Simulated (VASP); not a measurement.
# CdO5: single point with PBE

The system is CdO5.

```
Cd O
1.0
     0.00000    3.13434    3.13434
     3.13434    0.00000    3.13434
     3.13434    3.13434    0.00000
Cd O
1 5
Direct
  0.00000 0.00000 0.00000
  0.75000 0.75000 0.75000
  0.37673 0.37673 0.86980
  0.37673 0.86980 0.37673
  0.86980 0.37673 0.37673
  0.37673 0.37673 0.37673
```

The cell was built from a structure type or drawn by symmetry, and may not be a known phase.

```json
{"Program": "VASP 6.6.1", "Task": "single point", "Functional": "PBE", "Potentials or basis": "VASP PAW PBE potentials, release 64 (Cd, O)", "Cutoff": "520 eV", "k mesh": "4 × 4 × 4", "Occupations": "gaussian, width 0.1 eV", "Spin": "collinear spin, ferromagnetic start", "Starting moments": "[0.0, 1.0, 1.0, 1.0, 1.0, 1.0] μB"}
```

The pressure is -0.1 GPa and the largest force is 0.026 eV/Å. The net moment is 4.85 μB per cell, the site moments are Cd -0.03; O +1.28, +0.75 (each value once) μB and the valence electrons inside the program's atomic spheres are Cd 10.04; O 4.66, 4.65 (each value once).

Forces in eV/Å, atoms in the order of the input:
```
Cd   0.000  0.000  0.000
O    0.000  0.000  0.000
O   -0.015 -0.015  0.015
O   -0.015  0.015 -0.015
O    0.015 -0.015 -0.015
O    0.015  0.015  0.015
```

Levels at points of the mesh, in eV from the Fermi level:
Spin up:
```tsv
k point	band 21	band 22	band 23	band 24	band 25	band 26
(0.00, 0.00, 0.00)	-0.46	-0.46	0.59	0.59	0.59	2.43
(0.50, 0.00, 0.00)	-1.47	-1.47	-0.44	0.49	0.49	4.16
(0.50, 0.50, 0.00)	-1.88	-1.48	-1.48	0.29	0.29	4.73
```
Spin down:
| k point | band 16 | band 17 | band 18 | band 19 | band 20 | band 21 | band 22 | band 23 |
| --- | --- | --- | --- | --- | --- | --- | --- | --- |
| (0.00, 0.00, 0.00) | -1.80 | -0.31 | -0.31 | -0.31 | 1.30 | 1.30 | 1.30 | 1.97 |
| (0.50, 0.00, 0.00) | -1.41 | -1.09 | -0.77 | -0.77 | -0.43 | 0.69 | 0.69 | 1.32 |
| (0.50, 0.50, 0.00) | -1.38 | -0.77 | -0.77 | -0.64 | -0.42 | 0.32 | 0.74 | 0.74 |

It took 45 s on 1 thread of Intel(R) Xeon(R) 6975P-C (Granite Rapids), with other jobs on the host, peak memory 0.24 GiB.

Caveat: the k points lie up to 0.43 Å⁻¹ apart.
